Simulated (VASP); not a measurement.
Wanted: the native input for a VASP 6.6.1 run.

| Quantity | Value |
| --- | --- |
| Task | single point |
| Functional | r2SCAN |
| Potentials or basis | VASP PAW PBE potentials, release 64 (Cu) |
| Cutoff | 520 eV |
| k mesh | 18 × 18 × 18 |
| Occupations | gaussian, width 0.1 eV |
| Spin | no spin polarisation |
| Dipole correction | no |
| Further INCAR settings | ALGO = Normal; EDIFF = 1e-06; NBANDS = 18 |

Crystal: Cu.

```
Cu
1.0
     2.86643    0.00000    0.00000
     0.00000    2.86643    0.00000
     0.00000    0.00000    2.79138
Cu
2
Cartesian
  0.0000 0.0000 0.0000
  1.4332 1.4332 1.3957
```

This cell differs from its parent crystal: biaxial strain in the a-b plane: -1.0 %, then relaxed in part.

These files were run (other wordings do the same):

POSCAR

```
Cu
1.0
    2.8664283932      0.0000000000      0.0000000000
    0.0000000000      2.8664283932      0.0000000000
    0.0000000000      0.0000000000      2.7913843836
Cu
2
Direct
    0.0000000000      0.0000000000      0.0000000000
    0.5000000000      0.5000000000      0.5000000000
```

INCAR.step1

```
PREC     = Accurate       # precision mode
ENCUT    = 520            # plane-wave cutoff, eV
ISMEAR   = 0              # smearing method
SIGMA    = 0.1            # smearing width, eV
LREAL    = False          # projectors in reciprocal space
LASPH    = True           # aspherical terms in the spheres
NELM     = 80             # most SCF steps
NBANDS   = 18             # bands
GGA      = PE             # functional
ALGO     = Normal         # electronic algorithm
EDIFF    = 1E-4           # SCF threshold, eV
LWAVE    = True           # write WAVECAR
LCHARG   = False          # write CHGCAR
```

INCAR.step2

```
PREC     = Accurate       # precision mode
ENCUT    = 520            # plane-wave cutoff, eV
EDIFF    = 1E-6           # SCF threshold, eV
ISMEAR   = 0              # smearing method
SIGMA    = 0.1            # smearing width, eV
LREAL    = False          # projectors in reciprocal space
LASPH    = True           # aspherical terms in the spheres
NELM     = 80             # most SCF steps
ALGO     = Normal         # electronic algorithm
ISIF     = 2              # what is computed and relaxed
LWAVE    = False          # write WAVECAR
LCHARG   = False          # write CHGCAR
METAGGA  = R2SCAN         # meta-GGA
LMIXTAU  = True         
NBANDS   = 18             # bands
ISTART   = 1
```

KPOINTS

```
regular mesh
0
Gamma
  18 18 18
```

Potentials or basis: VASP PAW PBE potentials, release 64 (Cu).

Command:

```console
$ cat potpaw_PBE.64/Cu/POTCAR > POTCAR
$ cp INCAR.step1 INCAR
$ mpirun -np 1 vasp_std > vasp.out
$ cp INCAR.step2 INCAR
$ mpirun -np 1 vasp_std > vasp.out
```

It gave:

| Quantity | Value |
| --- | --- |
| Pressure | 0.8 GPa |
| Band gap on the k mesh | zero (bands 11 and 12 overlap by 8.18 eV) |

Caveat: the cell differs from its parent crystal (biaxial strain in the a-b plane: -1.0 %, then relaxed in part); the PAW data sets were made with another functional, which shifts forces and pressure a little.

Run time: 6.6 min on 1 thread of Intel(R) Xeon(R) Platinum 8259CL CPU @ 2.50GHz (Skylake/Cascade Lake) (shared host), peak memory 0.29 GiB.
